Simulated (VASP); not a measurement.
Here is a VASP 6.6.1 calculation.

Contents of INCAR:

```
SYSTEM = V
PREC = Accurate ; ENCUT = 600
EDIFF = 1E-6 ; ISMEAR = 0
SIGMA = 0.1 ; LREAL = .False.
LASPH = .True. ; NELM = 150
ALGO = Normal ; ISIF = 3
LWAVE = .False. ; LCHARG = .False.
ISPIN = 2 ; MAGMOM = 1.5 1.5
LORBIT = 11 ; LMAXMIX = 4
GGA = PE ; IBRION = 2
NSW = 60 ; EDIFFG = -0.03
```

Contents of KPOINTS:

```
Automatic mesh
0
Gamma
  7 7 7
  0 0 0
```

Contents of POSCAR:

```
V
1.0
    0.0000000000      2.6250000000      2.6250000000
    2.6250000000      0.0000000000      2.6250000000
    2.6250000000      2.6250000000      0.0000000000
V
2
Direct
    0.0000000000      0.0000000000      0.0000000000
    0.2500000000      0.2500000000      0.2500000000
```

Potentials or basis: VASP PAW PBE potentials, release 64 (V_sv).

Command:

```sh
$ cat potpaw_PBE.64/V_sv/POTCAR > POTCAR
$ mpirun -np 1 vasp_std > vasp.out
```

Question: Estimate the space group after relaxing (to 0.05 Å).

Answer: Fd-3m (No. 227).

Question: What does it give for the relaxed cell?

Answer: a = 3.868 Å, b = 3.868 Å, c = 3.868 Å, α = 60.00°, β = 60.00°, γ = 60.00°.

Question: Estimate the relaxed volume.

Answer: 20.46 Å³/atom.

Question: What does it give for the site moments?

Answer: V +1.71 μB.

The path:
```
step  energy change (eV)  largest force (eV/Å)  pressure (GPa)  volume (Å³)
   1              0.0000                0.0000            9.30        36.18
   2             -0.1205                0.0000           -1.34        41.96
   3             -0.1248                0.0000            0.03        40.92
```
